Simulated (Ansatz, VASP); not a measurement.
**Mg: VASP beside Ansatz**

```xyz
1
Lattice="2.1632 -2.4638 0.0000 2.1632 2.4638 0.0000 -1.0838 0.0000 2.2270" Properties=species:S:1:pos:R:3 pbc="T T T"
Mg    1.6213    0.0000    1.1135
```

Alike in both runs: task relaxation of cell and atoms; functional PBE; k mesh 6 × 6 × 8; occupations gaussian, width 0.1 eV; no spin polarisation.

|  | VASP | Ansatz |
| --- | --- | --- |
| version | VASP 6.6.1 | Ansatz 0.2.0 |
| potentials or method | VASP PAW PBE potentials, release 64 (Mg_sv), cutoff 840 eV | scalar-relativistic, plane waves, PAW |
| valence electrons in the cell | 10 | 10 |

Ansatz gave:

| Quantity | Value |
| --- | --- |
| gap on the k mesh at the Fermi level, each at its own relaxed structure (eV) | none |
| relaxed volume (Å³/atom) | 23.06 |
| relaxed length of the cell vector where the two differ most in proportion (Å) | 3.199 |

Question: What did VASP give for the same quantities?

Answer: gap on the k mesh at the Fermi level, each at its own relaxed structure (eV): none; relaxed volume (Å³/atom): 22.78; relaxed length of the cell vector where the two differ most in proportion (Å): 3.136.

A gap of «none» marks a metal or a gap that the smearing closes.
